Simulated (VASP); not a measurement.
# KBr (I4/mmm) in VASP: a series of runs

KBr is run at these levels: PBEsol; tasks: single point.

Everything below comes from runs of VASP 6.6.1. Logs are shortened: lines on timing, memory, paths and dates and some standing lists are left out, and cuts for length are marked.

## Step 1: The cell of the first run

It takes space group I4/mmm (No. 139, tetragonal). Conventional cell: a = 4.656 Å, b = 4.656 Å, c = 6.848 Å, α = 90.00°, β = 90.00°, γ = 90.00°. K (site symmetry 4/mmm) has 6 Br at 3.29 to 3.42 Å within 4.3 Å. Within 4.3 Å of Br (site symmetry 4/mmm) lie 6 K at 3.29 to 3.42 Å.

## Step 2: Single point, PBEsol (strain +0.000 along x and y, +0.040 along z)

INCAR reads:

```
PREC = Accurate
ENCUT = 520
EDIFF = 1E-6
ISMEAR = 0
SIGMA = 0.05
LREAL = F
LASPH = T
NELM = 80
ALGO = Normal
ISIF = 2
LWAVE = F
LCHARG = F
GGA = PS
NBANDS = 15
```

KPOINTS reads:

```
regular mesh
0
Gamma
  6 6 6
```

POSCAR reads:

```
KBr
1.0
    0.0000000000      3.2925000000      3.4242000000
    3.2925000000      0.0000000000      3.4242000000
    3.2925000000      3.2925000000      0.0000000000
K Br
1 1
Direct
    0.0000000000      0.0000000000      0.0000000000
    0.5000000000      0.5000000000      0.5000000000
```

Potentials or basis: VASP PAW PBE potentials, release 64 (K_sv, Br).

Started as:

```sh
> cat potpaw_PBE.64/K_sv/POTCAR potpaw_PBE.64/Br/POTCAR > POTCAR
> mpirun -np 1 vasp_std > vasp.out
```

OUTCAR:

```text
PREC = Accurate
   ENCUT = 520
   EDIFF = 1E-6
   ISMEAR = 0
   LREAL = F
   LASPH = T
   NELM = 80
   ISIF = 2
   GGA = PS

 ion  position               nearest neighbor table
   1  0.000  0.000  0.000-   2 3.29   2 3.29   2 3.29   2 3.29
   2  0.500  0.500  0.500-   1 3.29   1 3.29   1 3.29   1 3.29

  LATTYP: Found a body centered tetragonal cell.
 ALAT       =     4.6562981541
 C/A-ratio  =     1.4707821049

  Lattice vectors:

 A1 = (  -3.2925000000,   0.0000000000,   3.4242000000)
 A2 = (   3.2925000000,   0.0000000000,   3.4242000000)
 A3 = (   0.0000000000,   3.2925000000,  -3.4242000000)

Analysis of symmetry for initial positions (statically):
=====================================================================
 Subroutine PRICEL returns:
 Original cell was already a primitive cell.

 Routine SETGRP: Setting up the symmetry group for a
 body centered tetragonal supercell.

 Subroutine GETGRP returns: Found 16 space group operations
 (whereof 16 operations were pure point group operations)
 out of a pool of 16 trial point group operations.

The static configuration has the point symmetry D_4h.

Analysis of symmetry for dynamics (positions and initial velocities):
=====================================================================
 Subroutine PRICEL returns:
 Original cell was already a primitive cell.

 Routine SETGRP: Setting up the symmetry group for a
 body centered tetragonal supercell.

 Subroutine GETGRP returns: Found 16 space group operations
 (whereof 16 operations were pure point group operations)
 out of a pool of 16 trial point group operations.

The dynamic configuration has the point symmetry D_4h.

 Subroutine INISYM returns: Found 16 space group operations
 (whereof 16 operations are pure point group operations),
 and found     1 'primitive' translations

----------------------------------------------------------------------------------------

                                     Primitive cell

  volume of cell :      74.2405

  direct lattice vectors                    reciprocal lattice vectors
     0.000000000  3.292500000  3.424200000    -0.151860289  0.151860289  0.146019508
     3.292500000  0.000000000  3.424200000     0.151860289 -0.151860289  0.146019508
     3.292500000  3.292500000  0.000000000     0.151860289  0.151860289 -0.146019508

  length of vectors
     4.750337029  4.750337029  4.656298154     0.259701350  0.259701350  0.259701350

  position of ions in fractional coordinates (direct lattice)
     0.000000000  0.000000000  0.000000000
     0.500000000  0.500000000  0.500000000

  ion indices of the primitive-cell ions
[... 81 lines left out ...]
   ISIF   =      2    stress and relaxation
   ISYM   =      2    0-nonsym 1-usesym 2-fastsym
   POTIM  = 0.5000    time-step for ionic-motion
   TEBEG  =    0.0;   TEEND  =   0.0 temperature during run
   PSTRESS=    0.0 pullay stress
   NELECT =      16.0000    total number of electrons
   NUPDOWN=      -1.0000    fix difference up-down
   EMIN   =  10.00;   EMAX   =-10.00  energy-range for DOS
   EFERMI =   0.00;   METHOD = LEGACY
   ISMEAR =     0;   SIGMA  =   0.05  broadening in eV -4-tet -1-fermi 0-gaus
   EFERMI_NEDOS =   21; number of points for ismear=-14 and -15
   IALGO  =     38    algorithm
   IMIX   =      4    mixing-type and parameters
     AMIX     =   0.40;   BMIX     =  1.00
     AMIX_MAG =   1.60;   BMIX_MAG =  1.00
  volume/ion in A,a.u.               =      37.12       250.50
  Fermi-wavevector in a.u.,A,eV,Ry     =   0.981525  1.854813 13.107729  0.963391
  Thomas-Fermi vector in A             =   2.112538
   LORBIT       =      0    0 simple, 1 ext, 2 COOP (PROOUT), +10 PAW based schemes
   GGA     = PS    functional components
   LHFCALC =     F    Hartree Fock is set to
   AEXX    =    0.0000 exact exchange contribution
   IVDW    =     0    specifies the selected vdW correction
   LEPSILON=     F    determine dielectric tensor
   LRPA    =     F    only Hartree local field effects (RPA)
 non-spin polarized calculation
 Gauss-broadening in eV      SIGMA  =   0.05
  energy-cutoff  :      520.00
  volume of cell :       74.24
 maximum number of plane-waves:      2036
   NGX = 17   NGY = 17   NGZ = 17

 number of electron      15.9999999 magnetization

 Free energy of the ion-electron system (eV)
  ---------------------------------------------------
  ext. energy  EPLUGINS =         0.00000000
  ---------------------------------------------------
  free energy    TOTEN  =        -6.44636695 eV

  energy without entropy =       -6.44636695  energy(sigma->0) =       -6.44636695

 E-fermi :  -1.6835     XC(G=0):  -7.4077

 val. band max:       -1.9452355010   @ k =   0.0000   0.0000   0.0000
 cond. band min:       2.2515379053   @ k =   0.0000   0.0000   0.0000
 fundamental gap:      4.1967734063
 Fermi energy:        -1.6835478614

 k-point     1 :       0.0000    0.0000    0.0000
  band No.  band energies     occupation
      1     -29.6291      2.00000
      2     -14.2186      2.00000
      3     -13.1708      2.00000
      4     -13.1691      2.00000
      5     -13.1691      2.00000
      6      -1.9574      2.00000
      7      -1.9452      2.00000
      8      -1.9452      2.00000
      9       2.2515      0.00000
     10       5.4180      0.00000
     11       5.6610      0.00000
     12       5.6610      0.00000
     13       6.3150      0.00000
     14       6.4766      0.00000
[... 401 lines left out ...]
      2     -14.2006      2.00000
      3     -13.2223      2.00000
      4     -13.1973      2.00000
      5     -13.1393      2.00000
      6      -2.7332      2.00000
      7      -2.3714      2.00000
      8      -2.2485      2.00000
      9       4.2262      0.00000
     10       5.2544      0.00000
     11       6.7768      0.00000
     12       7.5262      0.00000
     13       7.6890      0.00000
     14       8.3874      0.00000
     15       8.8978      0.00000

 [... further k-points ...]
[... 5 lines left out ...]
  --------------------------------------------------------------------------------------
  -------------------------------------------------------------------------------------
  Total       -0.1642652     -0.1642652     -0.5569086      0.0000000      0.0000000     -0.0000000
  in kB       -3.5449940     -3.5449940    -12.0185988      0.0000000      0.0000000     -0.0000000
  external PRESSURE =      -6.3695289 kB  Pullay stress =       0.0000000 kB

 VOLUME and BASIS-vectors are now :
 -----------------------------------------------------------------------------
  energy-cutoff  :      520.00
  volume of cell :       74.24
      direct lattice vectors                 reciprocal lattice vectors
     0.000000000  3.292500000  3.424200000    -0.151860289  0.151860289  0.146019508
     3.292500000  0.000000000  3.424200000     0.151860289 -0.151860289  0.146019508
     3.292500000  3.292500000  0.000000000     0.151860289  0.151860289 -0.146019508

 POSITION                                       TOTAL-FORCE (eV/Angst)
 -----------------------------------------------------------------------------------
      0.00000      0.00000      0.00000         0.000000     -0.000000     -0.000000
      3.29250      3.29250      3.42420        -0.000000      0.000000      0.000000
 -----------------------------------------------------------------------------------
    total drift:                                0.000000      0.000000      0.000000

  FREE ENERGIE OF THE ION-ELECTRON SYSTEM (eV)
  ---------------------------------------------------
  free  energy   TOTEN  =        -6.4463669523 eV

  energy  without entropy=       -6.4463669523  energy(sigma->0) =       -6.44636695
```

stdout:

```text
POSCAR found type information on POSCAR K Br
 POSCAR found :  2 types and       2 ions
 scaLAPACK will be used
 -----------------------------------------------------------------------------
|                                                                             |
|                                                                             |
|     You enforced a specific xc type in the INCAR file but a different       |
|     I HOPE YOU KNOW WHAT YOU ARE DOING!                                     |
|                                                                             |
 -----------------------------------------------------------------------------

 LDA part: xc-table for (Slater+PW92), standard interpolation
 POSCAR, INCAR and KPOINTS ok, starting setup
 FFT: planning ... GRIDC
 FFT: planning ... GRID_SOFT
 FFT: planning ... GRID
 WAVECAR not read
 entering main loop
```

Wall time 19 s (1 thread of Intel Xeon Platinum 8488C (Sapphire Rapids), shared host); peak memory 0.21 GiB.

What came out:

* Free energy: -6.4464 eV
* Pressure: -0.6 GPa
* Band gap on the k mesh: 4.20 eV, direct

Caveat: the cell differs from its parent crystal (strain +0.000 along x and y, +0.040 along z); the PAW data sets were made with another functional, which shifts forces and pressure a little.

## Step 3: Single point, PBEsol (strain +0.040 along x and y, +0.080 along z)

INCAR reads:

```
  PREC = Accurate
  ENCUT = 520
  EDIFF = 1E-6
  ISMEAR = 0
  SIGMA = 0.05
  LREAL = False
  LASPH = True
  NELM = 60
  ALGO = Normal
  ISIF = 2
  LWAVE = False
  LCHARG = False
  GGA = PS
  NBANDS = 15
```

KPOINTS is that of step 2.

POSCAR reads:

```
KBr
1.0
    0.0000000000      3.4242000000      3.5559000000
    3.4242000000      0.0000000000      3.5559000000
    3.4242000000      3.4242000000      0.0000000000
K Br
1 1
Direct
    0.0000000000      0.0000000000      0.0000000000
    0.5000000000      0.5000000000      0.5000000000
```

Potentials or basis: VASP PAW PBE potentials, release 64 (K_sv, Br).

Started as:

```sh
> cat potpaw_PBE.64/K_sv/POTCAR potpaw_PBE.64/Br/POTCAR > POTCAR
> mpirun -np 1 vasp_std > vasp.out
```

OUTCAR:

```text
PREC = Accurate
   ENCUT = 520
   EDIFF = 1E-6
   ISMEAR = 0
   LREAL = False
   LASPH = True
   NELM = 60
   ISIF = 2
   GGA = PS

 ion  position               nearest neighbor table
   1  0.000  0.000  0.000-
   2  0.500  0.500  0.500-

  LATTYP: Found a body centered tetragonal cell.
 ALAT       =     4.8425500803
 C/A-ratio  =     1.4686063917

  Lattice vectors:

 A1 = (  -3.4242000000,   0.0000000000,   3.5559000000)
 A2 = (   3.4242000000,   0.0000000000,   3.5559000000)
 A3 = (   0.0000000000,   3.4242000000,  -3.5559000000)

Analysis of symmetry for initial positions (statically):
=====================================================================
 Subroutine PRICEL returns:
 Original cell was already a primitive cell.

 Routine SETGRP: Setting up the symmetry group for a
 body centered tetragonal supercell.

 Subroutine GETGRP returns: Found 16 space group operations
 (whereof 16 operations were pure point group operations)
 out of a pool of 16 trial point group operations.

The static configuration has the point symmetry D_4h.

Analysis of symmetry for dynamics (positions and initial velocities):
[... 167 lines left out ...]
 k-point     1 :       0.0000    0.0000    0.0000
  band No.  band energies     occupation
      1     -30.2970      2.00000
      2     -14.4879      2.00000
      3     -13.8317      2.00000
      4     -13.8245      2.00000
      5     -13.8245      2.00000
      6      -2.3404      2.00000
      7      -2.3404      2.00000
      8      -2.3372      2.00000
      9       1.6166      0.00000
     10       5.0056      0.00000
     11       5.2176      0.00000
     12       5.2176      0.00000
     13       5.8146      0.00000
     14       5.9593      0.00000
[... 401 lines left out ...]
      2     -14.4871      2.00000
      3     -13.8570      2.00000
      4     -13.8458      2.00000
      5     -13.7904      2.00000
      6      -2.9996      2.00000
      7      -2.6886      2.00000
      8      -2.5823      2.00000
      9       3.8713      0.00000
     10       4.4445      0.00000
     11       5.9705      0.00000
     12       6.8313      0.00000
     13       6.8860      0.00000
     14       7.6293      0.00000
     15       8.0205      0.00000

 [... further k-points ...]
[... 5 lines left out ...]
  --------------------------------------------------------------------------------------
  -------------------------------------------------------------------------------------
  Total       -0.8134273     -0.8134273     -0.9854346      0.0000000      0.0000000      0.0000000
  in kB      -15.6290124    -15.6290124    -18.9339239      0.0000000      0.0000000      0.0000000
  external PRESSURE =     -16.7306495 kB  Pullay stress =       0.0000000 kB

 VOLUME and BASIS-vectors are now :
 -----------------------------------------------------------------------------
  energy-cutoff  :      520.00
  volume of cell :       83.39
      direct lattice vectors                 reciprocal lattice vectors
     0.000000000  3.424200000  3.555900000    -0.146019508  0.146019508  0.140611378
     3.424200000  0.000000000  3.555900000     0.146019508 -0.146019508  0.140611378
     3.424200000  3.424200000  0.000000000     0.146019508  0.146019508 -0.140611378

 POSITION                                       TOTAL-FORCE (eV/Angst)
 -----------------------------------------------------------------------------------
      0.00000      0.00000      0.00000        -0.000000      0.000000      0.000000
      3.42420      3.42420      3.55590         0.000000     -0.000000      0.000000
 -----------------------------------------------------------------------------------
    total drift:                                0.000000     -0.000000     -0.000000

  FREE ENERGIE OF THE ION-ELECTRON SYSTEM (eV)
  ---------------------------------------------------
  free  energy   TOTEN  =        -6.3775957956 eV

  energy  without entropy=       -6.3775957956  energy(sigma->0) =       -6.37759580
```

OSZICAR:

```text
N       E                     dE             d eps       ncg     rms          rms(c)
DAV:   1     0.977789949811E+02    0.97779E+02   -0.66502E+03   900   0.919E+02
DAV:   2     0.662394519418E-02   -0.97772E+02   -0.90364E+02  1159   0.221E+02
DAV:   3    -0.630220035499E+01   -0.63088E+01   -0.62790E+01  1250   0.497E+01
DAV:   4    -0.658088040158E+01   -0.27868E+00   -0.27862E+00  1377   0.908E+00
DAV:   5    -0.658305933177E+01   -0.21789E-02   -0.21789E-02  1271   0.917E-01    0.246E+00
DAV:   6    -0.638413857295E+01    0.19892E+00   -0.24128E-01  1117   0.228E+00    0.176E+00
DAV:   7    -0.636652093085E+01    0.17618E-01   -0.10619E-01  1229   0.167E+00    0.936E-01
DAV:   8    -0.637654738571E+01   -0.10026E-01   -0.15506E-02  1146   0.826E-01    0.156E-01
DAV:   9    -0.637712215824E+01   -0.57477E-03   -0.91968E-04  1230   0.179E-01    0.854E-02
DAV:  10    -0.637758522786E+01   -0.46307E-03   -0.54154E-04   970   0.133E-01    0.241E-02
DAV:  11    -0.637759118895E+01   -0.59611E-05   -0.29894E-05  1376   0.257E-02    0.746E-03
DAV:  12    -0.637759467532E+01   -0.34864E-05   -0.26458E-06  1032   0.112E-02    0.565E-03
DAV:  13    -0.637759575127E+01   -0.10760E-05   -0.23198E-06  1005   0.709E-03    0.206E-03
DAV:  14    -0.637759579565E+01   -0.44374E-07   -0.12837E-07   835   0.245E-03
   1 F= -.63775958E+01 E0= -.63775958E+01  d E =-.277907E-21
```

stdout:

```text
POSCAR found type information on POSCAR K Br
 POSCAR found :  2 types and       2 ions
 scaLAPACK will be used
 -----------------------------------------------------------------------------
|                                                                             |
|                                                                             |
|     You enforced a specific xc type in the INCAR file but a different       |
|     I HOPE YOU KNOW WHAT YOU ARE DOING!                                     |
|                                                                             |
 -----------------------------------------------------------------------------

 LDA part: xc-table for (Slater+PW92), standard interpolation
 POSCAR, INCAR and KPOINTS ok, starting setup
 FFT: planning ... GRIDC
 FFT: planning ... GRID_SOFT
 FFT: planning ... GRID
 WAVECAR not read
 entering main loop
```

Wall time 28 s (1 thread of Intel Xeon Platinum 8488C (Sapphire Rapids), shared host); peak memory 0.23 GiB.

What came out:

| Property | Result |
| --- | --- |
| Free energy | -6.3776 eV |
| Pressure | -1.7 GPa |
| Band gap on the k mesh | 3.95 eV, direct |

Levels at points of the mesh, in eV from the valence-band top:
| k point | band 4 | band 5 | band 6 | band 7 | band 8 | band 9 | band 10 | band 11 | band 12 | band 13 |
| --- | --- | --- | --- | --- | --- | --- | --- | --- | --- | --- |
| (0.00, 0.00, 0.00) | -11.49 | -11.49 | 0.00 | 0.00 | 0.00 | 3.95 | 7.34 | 7.55 | 7.55 | 8.15 |
| (0.50, 0.00, 0.00) | -11.49 | -11.30 | -0.94 | -0.24 | -0.24 | 6.14 | 7.56 | 9.30 | 9.35 | 9.38 |
| (0.50, 0.50, 0.00) | -11.50 | -11.50 | -0.69 | -0.22 | -0.22 | 5.91 | 6.55 | 8.45 | 9.02 | 9.11 |
| (0.50, 0.00, 0.50) | -11.51 | -11.51 | -0.67 | -0.27 | -0.23 | 5.88 | 6.62 | 8.66 | 9.07 | 9.12 |

Caveat: the cell differs from its parent crystal (strain +0.040 along x and y, +0.080 along z); the PAW data sets were made with another functional, which shifts forces and pressure a little.
